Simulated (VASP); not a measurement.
# BiTe (I4/mmm) in VASP: further runs, part 2 of 2

VASP 6.6.1. The steps go on from the part before.

**4. Single point, PBEsol (strain +0.000 along x and y, -0.015 along z)**

The input, INCAR:

```
ALGO = Normal
EDIFF = 1E-6
ENCUT = 500
GGA = PS
GGA_COMPAT = False
ISIF = 2
ISMEAR = 0
LASPH = True
LCHARG = True
LELF = True
LREAL = False
LVHAR = True
LWAVE = False
NBANDS = 18
NELM = 120
PREC = Accurate
SIGMA = 0.15
```

The input, KPOINTS:

```
k-points
0
Gamma
  16 16 16
```

The input, POSCAR:

```
BiTe
1.0
    0.0000000000      3.1971538277      3.1491965203
    3.1971538277      0.0000000000      3.1491965203
    3.1971538277      3.1971538277      0.0000000000
Bi Te
1 1
Direct
    0.0000000000      0.0000000000      0.0000000000
    0.5000000000      0.5000000000      0.5000000000
```

Potentials or basis: VASP PAW PBE potentials, release 64 (Bi_d, Te).

Started as:

```console
> cat potpaw_PBE.64/Bi_d/POTCAR potpaw_PBE.64/Te/POTCAR > POTCAR
> mpirun -np 1 vasp_std > vasp.out
```

OUTCAR:

```text
EDIFF = 1E-6
   ENCUT = 500
   GGA = PS
   ISIF = 2
   ISMEAR = 0
   LASPH = True
   LREAL = False
   NELM = 120
   PREC = Accurate

 ion  position               nearest neighbor table
   1  0.000  0.000  0.000-   2 3.15   2 3.15   2 3.20   2 3.20   2 3.20   2 3.20
   2  0.500  0.500  0.500-   1 3.15   1 3.15   1 3.20   1 3.20   1 3.20   1 3.20

  LATTYP: Found a body centered tetragonal cell.
 ALAT       =     4.5214583041
 C/A-ratio  =     1.3930003589

  Lattice vectors:

 A1 = (   0.0000000000,  -3.1971538277,  -3.1491965203)
 A2 = (   0.0000000000,   3.1971538277,  -3.1491965203)
 A3 = (   3.1971538277,   0.0000000000,   3.1491965203)

Analysis of symmetry for initial positions (statically):
=====================================================================
 Subroutine PRICEL returns:
 Original cell was already a primitive cell.

 Routine SETGRP: Setting up the symmetry group for a
 body centered tetragonal supercell.

 Subroutine GETGRP returns: Found 16 space group operations
[... 162 lines left out ...]
  free energy    TOTEN  =        -7.98794814 eV

  energy without entropy =       -7.97272395  energy(sigma->0) =       -7.98033604

 E-fermi :   7.1095     XC(G=0):  -9.8179

 val. band max:        7.1026028527   @ k =   0.2500   0.0625   0.0000
 cond. band min:       7.1255502502   @ k =   0.5000   0.1875   0.0625
 fundamental gap:      0.0229473975
 Fermi energy:         7.1095080490

 k-point     1 :       0.0000    0.0000    0.0000
  band No.  band energies     occupation
      1     -15.9752      2.00000
      2     -15.9639      2.00000
      3     -15.9639      2.00000
      4     -15.9624      2.00000
      5     -15.9548      2.00000
      6      -6.7838      2.00000
[... 481 lines left out ...]
      5     -15.9539      2.00000
      6      -6.6863      2.00000
[... 10 lines left out ...]
     17      13.9204      0.00000
     18      14.1585      0.00000

 [... further k-points ...]

------------------------ aborting loop because EDIFF is reached ----------------------------------------

  FORCE on cell =-STRESS in cart. coord.  units (eV):
  Direction    XX          YY          ZZ          XY          YZ          ZX
  --------------------------------------------------------------------------------------
  -------------------------------------------------------------------------------------
  Total        0.1728015      0.1728015      0.7634200      0.0000000     -0.0000000      0.0000000
  in kB        4.3003258      4.3003258     18.9984116      0.0000000     -0.0000000      0.0000000
  external PRESSURE =       9.1996877 kB  Pullay stress =       0.0000000 kB

 VOLUME and BASIS-vectors are now :
 -----------------------------------------------------------------------------
  energy-cutoff  :      500.00
  volume of cell :       64.38
      direct lattice vectors                 reciprocal lattice vectors
     0.000000000  3.197153828  3.149196520    -0.156389097  0.156389097  0.158770657
     3.197153828  0.000000000  3.149196520     0.156389097 -0.156389097  0.158770657
     3.197153828  3.197153828  0.000000000     0.156389097  0.156389097 -0.158770657

 POSITION                                       TOTAL-FORCE (eV/Angst)
 -----------------------------------------------------------------------------------
      0.00000      0.00000      0.00000        -0.000000      0.000000      0.000000
      3.19715      3.19715      3.14920         0.000000     -0.000000      0.000000
 -----------------------------------------------------------------------------------
    total drift:                               -0.000000      0.000000      0.000000

  FREE ENERGIE OF THE ION-ELECTRON SYSTEM (eV)
  ---------------------------------------------------
  free  energy   TOTEN  =        -7.9879481362 eV

  energy  without entropy=       -7.9727239462  energy(sigma->0) =       -7.98033604
```

OSZICAR:

```text
N       E                     dE             d eps       ncg     rms          rms(c)
DAV:   1     0.157733391132E+03    0.15773E+03   -0.96702E+03 12582   0.110E+03
DAV:   2     0.381983912178E+01   -0.15391E+03   -0.14986E+03 13500   0.306E+02
DAV:   3    -0.767733221033E+01   -0.11497E+02   -0.11362E+02 15398   0.879E+01
DAV:   4    -0.799609526493E+01   -0.31876E+00   -0.31806E+00 15316   0.157E+01
DAV:   5    -0.800988989829E+01   -0.13795E-01   -0.13794E-01 17462   0.308E+00    0.717E+00
DAV:   6    -0.798822434655E+01    0.21666E-01   -0.60013E-02 18084   0.173E+00    0.444E+00
DAV:   7    -0.798857409119E+01   -0.34974E-03   -0.22017E-02 15742   0.915E-01    0.298E-01
DAV:   8    -0.798789529895E+01    0.67879E-03   -0.44423E-03 16200   0.496E-01    0.104E-01
DAV:   9    -0.798794945705E+01   -0.54158E-04   -0.38793E-04 14018   0.119E-01    0.458E-02
DAV:  10    -0.798794974925E+01   -0.29221E-06   -0.12654E-05 17276   0.197E-02    0.293E-02
DAV:  11    -0.798794838851E+01    0.13607E-05   -0.87963E-07 11512   0.585E-03    0.826E-03
DAV:  12    -0.798794813616E+01    0.25235E-06   -0.19300E-07  7304   0.302E-03
   1 F= -.79879481E+01 E0= -.79803360E+01  d E =-.152242E-01
```

stdout:

```text
POSCAR found type information on POSCAR BiTe
 POSCAR found :  2 types and       2 ions
 scaLAPACK will be used
 -----------------------------------------------------------------------------
|                                                                             |
|                                                                             |
|     You enforced a specific xc type in the INCAR file but a different       |
|     I HOPE YOU KNOW WHAT YOU ARE DOING!                                     |
|                                                                             |
 -----------------------------------------------------------------------------

 LDA part: xc-table for (Slater+PW92), standard interpolation
 POSCAR, INCAR and KPOINTS ok, starting setup
 FFT: planning ... GRIDC
 FFT: planning ... GRID_SOFT
 FFT: planning ... GRID
 WAVECAR not read
 entering main loop
```

Wall time 1.9 min (1 thread of Intel Xeon 6975P-C (Granite Rapids), shared host); peak memory 0.49 GiB.

What came out:

```yaml
Free_energy: -7.9879 eV
Pressure: 0.9 GPa
Band_gap_on_the_k_mesh: zero (an odd number of electrons rules out a gap without spin polarisation)
```

Caveat: the cell differs from its parent crystal (strain +0.000 along x and y, -0.015 along z); the PAW data sets were made with another functional, which shifts forces and pressure a little; spin-orbit coupling is left out, which moves the levels of the heavy elements.

**5. The runs side by side**

```csv
cell,gap on the mesh (eV),pressure (GPa)
"a = 4.489, b = 4.489, c = 4.386 Å, angles 60.8, 60.8, 58.5°, 2 atoms",none,3.1
"a = 4.488, b = 4.488, c = 4.454 Å, angles 60.3, 60.3, 59.5°, 2 atoms",none,1.8
"a = 4.488, b = 4.488, c = 4.521 Å, angles 59.8, 59.8, 60.5°, 2 atoms",none,0.9
```

Alike in all rows: task single point; level PBEsol; potentials or basis VASP PAW PBE potentials, release 64 (Bi_d, Te); no spin polarisation; k mesh 16 × 16 × 16; cutoff (eV) 500; smearing gaussian 0.15 eV.

Caveats: the PAW data sets were made with another functional, which shifts forces and pressure a little; spin-orbit coupling is left out, which moves the levels of the heavy elements; the cell stands under pressure (at least some runs).

Absolute energies hang on the potentials; compare differences alone.

The gap in the log of VASP goes by the Fermi energy; the results here count the filled bands.